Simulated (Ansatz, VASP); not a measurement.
SnO2: VASP beside Ansatz

File INCAR:

```
ALGO = Normal ; EDIFF = 1E-6
ENCUT = 520 ; ISIF = 2
ISMEAR = 0 ; LASPH = T
LCHARG = F ; LREAL = F
LWAVE = F ; NBANDS = 35
NELM = 60 ; PREC = Accurate
SIGMA = 0.05
```

KPOINTS

```
k-points
0
Gamma
  6 6 8
```

POSCAR

```
SnO2
1.0
    4.7212714757      0.0000000000      0.0000000000
    0.0000000000      4.7242464866      0.0000000000
    0.0000000000      0.0000000000      3.1900194031
Sn O
2 4
Direct
    0.4626307434      0.5374921818      0.5000000000
   -0.0373692566      0.0374921818      0.0000000000
    0.3055669669      0.3065721211      0.0000000000
    0.8055669669      0.1934278789      0.5000000000
    0.1944330331      0.8065721211      0.5000000000
    0.6944330331      0.6934278789      0.0000000000
```

Input for Ansatz:

```yaml
crystal:
  lattice:
    - [4.7212714757, 0.0, 0.0]
    - [0.0, 4.7242464866, 0.0]
    - [0.0, 0.0, 3.1900194031]
  atoms:
    - { symbol: Sn, position: [0.4626307434, 0.5374921818, 0.5] }
    - { symbol: Sn, position: [-0.0373692566, 0.0374921818, 0.0] }
    - { symbol: O, position: [0.3055669669, 0.3065721211, 0.0] }
    - { symbol: O, position: [0.8055669669, 0.1934278789, 0.5] }
    - { symbol: O, position: [0.1944330331, 0.8065721211, 0.5] }
    - { symbol: O, position: [0.6944330331, 0.6934278789, 0.0] }
basis:
  ecutwfc: 420
kpoints:
  mp_grid: { grid: [6, 6, 8] }
hamiltonian:
  xc: lda
scf:
  occupations: { method: gaussian, width: 0.05 }
output:
  forces: true
  stress: true
  eigenvalues: true
```

Change from the starting cell: all Sn atoms moved -0.250 Å, as atom 1 towards its neighbour atom 4 (O) at 2.044 Å.

Alike in both runs: task single point; functional LDA; k mesh 6 × 6 × 8; occupations gaussian, width 0.05 eV; no spin polarisation.

```csv
,VASP,Ansatz
version,VASP 6.6.1,Ansatz 0.2.0
potentials or method,"VASP PAW LDA potentials, release 64 (Sn_d, O), cutoff 520 eV","scalar-relativistic, plane waves, PAW"
valence electrons in the cell,52,52
```

VASP gave:

| Quantity | Value |
| --- | --- |
| gap on the k mesh at the Fermi level (eV) | 1.27 |
| least direct gap on the mesh (eV) | 1.27 |
| pressure (GPa) | 8.5 |
| traceless stress, the component that is largest in VASP (GPa) | -10.45 |
| rms of the force components (eV/Å) | 2.282 |

Q: Estimate Ansatz's values.

A: gap on the k mesh at the Fermi level (eV): 1.25; least direct gap on the mesh (eV): 1.25; pressure (GPa): 7.6; traceless stress, the component that is largest in VASP (GPa): -10.73; rms of the force components (eV/Å): 2.261.

LDA's correlation is that of Perdew and Zunger in VASP and of Perdew and Wang (1992) in Ansatz. Atom by atom the forces differ by 0.031 eV/Å (rms over components).
